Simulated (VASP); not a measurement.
# Zr (P6/mmm) in VASP: a series of runs

Runs on Zr. Level: PBE. Tasks: single point.

All numbers are computed with VASP 6.6.1; they aren't measurements. Logs are shortened: lines on timing, memory, paths and dates and some standing lists are left out, and cuts for length are marked.

## Step 1: The cell of the first run

Symmetry: P6/mmm, No. 191, hexagonal system. The conventional cell has a = 4.487 Å, b = 4.487 Å, c = 2.759 Å, α = 90.00°, β = 90.00°, γ = 120.00°. Zr (site symmetry 6/mmm) has 14 Zr at 2.76 to 2.93 Å within 3.6 Å. Zr (site symmetry -6m2) has 11 Zr at 2.59 to 2.93 Å within 3.4 Å.

## Step 2: Single point, PBE

INCAR reads:

```
PREC = Accurate
ENCUT = 520
EDIFF = 1E-6
ISMEAR = -1
SIGMA = 0.05
LREAL = F
LASPH = T
NELM = 100
ALGO = Normal
ISIF = 2
LWAVE = F
LCHARG = T
GGA = PE
LELF = T
LVHAR = T
NBANDS = 25
```

KPOINTS reads:

```
regular mesh
0
Gamma
  8 8 11
```

POSCAR reads:

```
Zr
1.0
    4.4868246046      0.0000000000      0.0000000000
   -2.2434123023      3.8857040900      0.0000000000
    0.0000000000      0.0000000000      2.7590094773
Zr
3
Direct
    0.0000000000      0.0000000000      0.0000000000
    0.3333333333      0.6666666667      0.5000000000
    0.6666666667      0.3333333333      0.5000000000
```

Potentials or basis: VASP PAW PBE potentials, release 64 (Zr_sv).

Command:

```console
$ cat potpaw_PBE.64/Zr_sv/POTCAR > POTCAR
$ mpirun -np 1 vasp_std > vasp.out
```

OUTCAR:

```text
PREC = Accurate
   ENCUT = 520
   EDIFF = 1E-6
   ISMEAR = -1
   LREAL = F
   LASPH = T
   NELM = 100
   ISIF = 2
   GGA = PE

 ion  position               nearest neighbor table
   1  0.000  0.000  0.000-   2 2.93   3 2.93   2 2.93   3 2.93   3 2.93   3 2.93   2 2.93   2 2.93
                             3 2.93   3 2.93   2 2.93   2 2.93
   2  0.333  0.667  0.500-   3 2.59   3 2.59   3 2.59   1 2.93   1 2.93   1 2.93   1 2.93   1 2.93
                             1 2.93   3 3.78   3 3.78   3 3.78   3 3.78   3 3.78   3 3.78
   3  0.667  0.333  0.500-   2 2.59   2 2.59   2 2.59   1 2.93   1 2.93   1 2.93   1 2.93   1 2.93
                             1 2.93   2 3.78   2 3.78   2 3.78   2 3.78   2 3.78   2 3.78

  LATTYP: Found a hexagonal cell.
 ALAT       =     4.4868246046
 C/A-ratio  =     0.6149136016

  Lattice vectors:

 A1 = (   4.4868246046,   0.0000000000,   0.0000000000)
 A2 = (  -2.2434123023,   3.8857040900,   0.0000000000)
 A3 = (   0.0000000000,   0.0000000000,   2.7590094773)

Analysis of symmetry for initial positions (statically):
=====================================================================
 Subroutine PRICEL returns:
 Original cell was already a primitive cell.

 Routine SETGRP: Setting up the symmetry group for a
 hexagonal supercell.

 Subroutine GETGRP returns: Found 24 space group operations
 (whereof 24 operations were pure point group operations)
 out of a pool of 24 trial point group operations.

The static configuration has the point symmetry D_6h.

Analysis of symmetry for dynamics (positions and initial velocities):
=====================================================================
 Subroutine PRICEL returns:
 Original cell was already a primitive cell.

 Routine SETGRP: Setting up the symmetry group for a
 hexagonal supercell.

 Subroutine GETGRP returns: Found 24 space group operations
 (whereof 24 operations were pure point group operations)
 out of a pool of 24 trial point group operations.

The dynamic configuration has the point symmetry D_6h.

 Subroutine INISYM returns: Found 24 space group operations
 (whereof 24 operations are pure point group operations),
 and found     1 'primitive' translations

----------------------------------------------------------------------------------------

                                     Primitive cell

  volume of cell :      48.1019

  direct lattice vectors                    reciprocal lattice vectors
     4.486824605  0.000000000  0.000000000     0.222874770  0.128676808  0.000000000
    -2.243412302  3.885704090  0.000000000     0.000000000  0.257353616  0.000000000
     0.000000000  0.000000000  2.759009477     0.000000000  0.000000000  0.362448918

  length of vectors
     4.486824605  4.486824605  2.759009477     0.257353616  0.257353616  0.362448918

  position of ions in fractional coordinates (direct lattice)
     0.000000000  0.000000000  0.000000000
     0.333333333  0.666666667  0.500000000
     0.666666667  0.333333333  0.500000000

  ion indices of the primitive-cell ions
   primitive index   ion index
                 1           1
                 2           2
                 3           3

----------------------------------------------------------------------------------------

 KPOINTS: regular mesh

Automatic generation of k-mesh.
 Grid dimensions read from file:
 generate k-points for:    8    8   11

 Generating k-lattice:

  Cartesian coordinates                     Fractional coordinates (reciprocal lattice)
     0.027859346  0.016084601  0.000000000     0.125000000  0.000000000  0.000000000
     0.000000000  0.032169202  0.000000000     0.000000000  0.125000000  0.000000000
     0.000000000  0.000000000  0.032949902     0.000000000  0.000000000  0.090909091

  Length of vectors
     0.032169202  0.032169202  0.032949902

  Shift w.r.t. Gamma in fractional coordinates (k-lattice)
     0.000000000  0.000000000  0.000000000

 Subroutine IBZKPT returns following result:
 ===========================================

 Found     60 irreducible k-points:

 Following reciprocal coordinates:
            Coordinates               Weight
  0.000000  0.000000  0.000000      1.000000
  0.125000 -0.000000  0.000000      6.000000
  0.250000 -0.000000  0.000000      6.000000
  0.375000 -0.000000  0.000000      6.000000
  0.500000 -0.000000  0.000000      3.000000
  0.125000  0.125000  0.000000      6.000000
[... 16 lines left out ...]
  0.250000 -0.000000  0.181818     12.000000
  0.375000 -0.000000  0.181818     12.000000
 [... further k-points ...]
   k-points           NKPTS =     60   k-points in BZ     NKDIM =     60   number of bands    NBANDS=     25
   number of dos      NEDOS =    301   number of ions     NIONS =      3
   total plane-waves  NPLWV =  31104
   dimension x,y,z NGX =    36 NGY =   36 NGZ =   24
   dimension x,y,z NGXF=    72 NGYF=   72 NGZF=   48
   ions per type =               3
   NGX,Y,Z   is equivalent  to a cutoff of  13.34, 13.34, 14.46 a.u.
   NGXF,Y,Z  is equivalent  to a cutoff of  26.68, 26.68, 28.92 a.u.
 SYSTEM =  unknown system
   PREC   = accura    normal or accurate (medium, high low for compatibility)
   ISTART =      0    job   : 0-new  1-cont  2-samecut
   ICHARG =      2    charge: 1-file 2-atom 10-const
   ISPIN  =      1    spin polarized calculation?
   LNONCOLLINEAR =      F non collinear calculations
   LSORBIT =      F    spin-orbit coupling
   LASPH  =      T    aspherical Exc in radial PAW
   ENCUT  =  520.0 eV  38.22 Ry    6.18 a.u.   8.34  8.34  5.13*2*pi/ulx,y,z
   NELM   =    100;   NELMIN=  2; NELMDL= -5     # of ELM steps
   EDIFF  = 0.1E-05   stopping-criterion for ELM
   LREAL  =      F    real-space projection
   EDIFFG = 0.1E-04   stopping-criterion for IOM
   NSW    =      0    number of steps for IOM
   IBRION =     -1    ionic relax: 0-MD 1-quasi-New 2-CG
   NFREE  =      0    steps in history (QN), initial steepest desc. (CG)
   ISIF   =      2    stress and relaxation
   ISYM   =      2    0-nonsym 1-usesym 2-fastsym
   POTIM  = 0.5000    time-step for ionic-motion
   TEBEG  =    0.0;   TEEND  =   0.0 temperature during run
   PSTRESS=    0.0 pullay stress
   NELECT =      36.0000    total number of electrons
   NUPDOWN=      -1.0000    fix difference up-down
   EMIN   =  10.00;   EMAX   =-10.00  energy-range for DOS
   EFERMI =   0.00;   METHOD = LEGACY
   ISMEAR =    -1;   SIGMA  =   0.05  broadening in eV -4-tet -1-fermi 0-gaus
   EFERMI_NEDOS =   21; number of points for ismear=-14 and -15
   IALGO  =     38    algorithm
   IMIX   =      4    mixing-type and parameters
     AMIX     =   0.40;   BMIX     =  1.00
     AMIX_MAG =   1.60;   BMIX_MAG =  1.00
  volume/ion in A,a.u.               =      16.03       108.20
  Fermi-wavevector in a.u.,A,eV,Ry     =   1.486352  2.808798 30.058564  2.209242
  Thomas-Fermi vector in A             =   2.599649
   LORBIT       =      0    0 simple, 1 ext, 2 COOP (PROOUT), +10 PAW based schemes
   GGA     = PE    functional components
   LHFCALC =     F    Hartree Fock is set to
   AEXX    =    0.0000 exact exchange contribution
   IVDW    =     0    specifies the selected vdW correction
   LEPSILON=     F    determine dielectric tensor
   LRPA    =     F    only Hartree local field effects (RPA)
 non-spin polarized calculation
  energy-cutoff  :      520.00
  volume of cell :       48.10
 maximum number of plane-waves:      1319
 NGX is ok and might be reduce to    36
   NGX = 17   NGY = 17   NGZ = 11

 number of electron      36.0000000 magnetization

 Free energy of the ion-electron system (eV)
  ---------------------------------------------------
  ext. energy  EPLUGINS =         0.00000000
  ---------------------------------------------------
  free energy    TOTEN  =       -22.27234934 eV

  energy without entropy =      -22.24905406  energy(sigma->0) =      -22.26070170

 E-fermi :  13.5298     XC(G=0): -12.9016

 val. band max:       13.5239681126   @ k =   0.3750   0.2500   0.3636
 cond. band min:      13.5419861164   @ k =   0.2500   0.2500   0.2727
 fundamental gap:      0.0180180038
 Fermi energy:        13.5298293441

 k-point     1 :       0.0000    0.0000    0.0000
  band No.  band energies     occupation
      1     -34.8339      2.00000
      2     -34.2101      2.00000
      3     -33.9208      2.00000
      4     -13.6095      2.00000
      5     -13.6095      2.00000
      6     -13.1400      2.00000
[... 17 lines left out ...]
     24      16.6830      0.00000
     25      16.6836      0.00000

 k-point     2 :       0.1250   -0.0000    0.0000
  band No.  band energies     occupation
      1     -34.8017      2.00000
      2     -34.2212      2.00000
      3     -33.9467      2.00000
      4     -13.7935      2.00000
      5     -13.7129      2.00000
      6     -12.9183      2.00000
[... 17 lines left out ...]
     24      16.0874      0.00000
     25      17.5365      0.00000

 k-point     3 :       0.2500   -0.0000    0.0000
  band No.  band energies     occupation
      1     -34.7106      2.00000
      2     -34.2537      2.00000
      3     -34.0167      2.00000
      4     -14.0404      2.00000
      5     -13.7191      2.00000
      6     -12.5677      2.00000
[... 17 lines left out ...]
     24      16.6615      0.00000
     25      18.4722      0.00000

 k-point     4 :       0.3750   -0.0000    0.0000
  band No.  band energies     occupation
      1     -34.5781      2.00000
      2     -34.3162      2.00000
      3     -34.0984      2.00000
      4     -14.2077      2.00000
      5     -13.4994      2.00000
      6     -12.5065      2.00000
[... 17 lines left out ...]
     24      17.7897      0.00000
     25      18.2223      0.00000
[... 477 lines left out ...]
 k-point    22 :       0.1250   -0.0000    0.1818
  band No.  band energies     occupation
      1     -34.6909      2.00000
      2     -34.1845      2.00000
      3     -33.8766      2.00000
      4     -13.6647      2.00000
      5     -13.5914      2.00000
      6     -12.8226      2.00000
[... 17 lines left out ...]
     24      16.0866      0.00000
     25      18.3029      0.00000

 k-point    23 :       0.2500   -0.0000    0.1818
  band No.  band energies     occupation
      1     -34.6061      2.00000
      2     -34.2093      2.00000
      3     -33.9464      2.00000
      4     -13.8789      2.00000
      5     -13.6073      2.00000
      6     -12.6177      2.00000
[... 17 lines left out ...]
     24      16.4862      0.00000
     25      18.8049      0.00000

 k-point    24 :       0.3750   -0.0000    0.1818
  band No.  band energies     occupation
      1     -34.4836      2.00000
      2     -34.2569      2.00000
      3     -34.0311      2.00000
      4     -14.0295      2.00000
      5     -13.4554      2.00000
      6     -12.7114      2.00000
[... 17 lines left out ...]
     24      17.2503      0.00000
     25      18.1358      0.00000

 [... further k-points ...]
[... 5 lines left out ...]
  --------------------------------------------------------------------------------------
  -------------------------------------------------------------------------------------
  Total       19.2899605     19.2899605     19.2868646      0.0000000     -0.0000000      0.0000000
  in kB      642.5100301    642.5100301    642.4069125      0.0000000     -0.0000000      0.0000000
  external PRESSURE =     642.4756576 kB  Pullay stress =       0.0000000 kB

 VOLUME and BASIS-vectors are now :
 -----------------------------------------------------------------------------
  energy-cutoff  :      520.00
  volume of cell :       48.10
      direct lattice vectors                 reciprocal lattice vectors
     4.486824605  0.000000000  0.000000000     0.222874770  0.128676808  0.000000000
    -2.243412302  3.885704090  0.000000000     0.000000000  0.257353616  0.000000000
     0.000000000  0.000000000  2.759009477     0.000000000  0.000000000  0.362448918

 POSITION                                       TOTAL-FORCE (eV/Angst)
 -----------------------------------------------------------------------------------
      0.00000      0.00000      0.00000        -0.000000      0.000000      0.000000
     -0.00000      2.59047      1.37950         0.000000     -0.000000     -0.000000
      2.24341      1.29523      1.37950        -0.000000      0.000000      0.000000
 -----------------------------------------------------------------------------------
    total drift:                                0.000000     -0.000000     -0.000000

  FREE ENERGIE OF THE ION-ELECTRON SYSTEM (eV)
  ---------------------------------------------------
  free  energy   TOTEN  =       -22.2723493354 eV

  energy  without entropy=      -22.2490540570  energy(sigma->0) =      -22.26070170
```

It took 66 s on 1 thread of Intel Xeon 6975P-C, shared host; peak memory 0.21 GiB.

Results:

- Free energy: -22.2723 eV
- Pressure: 64.2 GPa
- Band gap on the k mesh: zero (band 18 reaches 14.13 eV, above the bottom of band 19 at 13.06 eV)

## Step 3: Single point, PBE

INCAR reads:

```
PREC     = Accurate       # precision mode
ENCUT    = 520            # plane-wave cutoff, eV
EDIFF    = 1E-6           # SCF threshold, eV
ISMEAR   = -1             # smearing method
SIGMA    = 0.05           # smearing width, eV
LREAL    = F              # projectors in reciprocal space
LASPH    = T              # aspherical terms in the spheres
NELM     = 100            # most SCF steps
ALGO     = Normal         # electronic algorithm
ISIF     = 2              # what is computed and relaxed
LWAVE    = F              # write WAVECAR
LCHARG   = F              # write CHGCAR
GGA      = PE             # functional
NBANDS   = 25             # bands
```

KPOINTS reads:

```
Automatic mesh
0
Gamma
  8 8 11
```

POSCAR reads:

```
Zr
1.0
    4.4870757737      0.0000000000      0.0000000000
   -2.2435378869      3.8859216088      0.0000000000
    0.0000000000      0.0000000000      2.7592192799
Zr
3
Direct
    0.0000000000      0.0000000000      0.0000000000
    0.3333333333      0.6666666667      0.5000000000
    0.6666666667      0.3333333333      0.5000000000
```

Potentials or basis: VASP PAW PBE potentials, release 64 (Zr_sv).

Command:

```console
$ cat potpaw_PBE.64/Zr_sv/POTCAR > POTCAR
$ mpirun -np 1 vasp_std > vasp.out
```

OUTCAR:

```text
PREC = Accurate
   ENCUT = 520
   EDIFF = 1E-6
   ISMEAR = -1
   LREAL = F
   LASPH = T
   NELM = 100
   ISIF = 2
   GGA = PE

 ion  position               nearest neighbor table
   1  0.000  0.000  0.000-   2 2.94   3 2.94   2 2.94   3 2.94   3 2.94   3 2.94   2 2.94   2 2.94
                             3 2.94   3 2.94   2 2.94   2 2.94
   2  0.333  0.667  0.500-   3 2.59   3 2.59   3 2.59   1 2.94   1 2.94   1 2.94   1 2.94   1 2.94
                             1 2.94   3 3.78   3 3.78   3 3.78   3 3.78   3 3.78   3 3.78
   3  0.667  0.333  0.500-   2 2.59   2 2.59   2 2.59   1 2.94   1 2.94   1 2.94   1 2.94   1 2.94
[... 874 lines left out ...]
  -------------------------------------------------------------------------------------
  Total       19.2781810     19.2781810     19.2768068     -0.0000000      0.0000000     -0.0000000
  in kB      641.9969738    641.9969738    641.9512114     -0.0000000      0.0000000     -0.0000000
  external PRESSURE =     641.9817197 kB  Pullay stress =       0.0000000 kB

 VOLUME and BASIS-vectors are now :
 -----------------------------------------------------------------------------
  energy-cutoff  :      520.00
  volume of cell :       48.11
      direct lattice vectors                 reciprocal lattice vectors
     4.487075774  0.000000000  0.000000000     0.222862294  0.128669605  0.000000000
    -2.243537887  3.885921609  0.000000000     0.000000000  0.257339211  0.000000000
     0.000000000  0.000000000  2.759219280     0.000000000  0.000000000  0.362421359

 POSITION                                       TOTAL-FORCE (eV/Angst)
 -----------------------------------------------------------------------------------
      0.00000      0.00000      0.00000        -0.000000      0.000000     -0.000000
     -0.00000      2.59061      1.37961         0.000000      0.000000      0.000000
      2.24354      1.29531      1.37961        -0.000000      0.000000     -0.000000
 -----------------------------------------------------------------------------------
    total drift:                                0.000000     -0.000000     -0.000000

  FREE ENERGIE OF THE ION-ELECTRON SYSTEM (eV)
  ---------------------------------------------------
  free  energy   TOTEN  =       -22.2759801525 eV

  energy  without entropy=      -22.2526887668  energy(sigma->0) =      -22.26433446
```

Run time: 67 s. Hardware: 1 thread of Intel Xeon 6975P-C, shared host; peak memory 0.21 GiB.

Results:

```yaml
Free_energy: -22.2760 eV
Pressure: 64.2 GPa
Band_gap_on_the_k_mesh: zero (band 18 reaches 14.13 eV, above the bottom of band 19 at 13.06 eV)
```
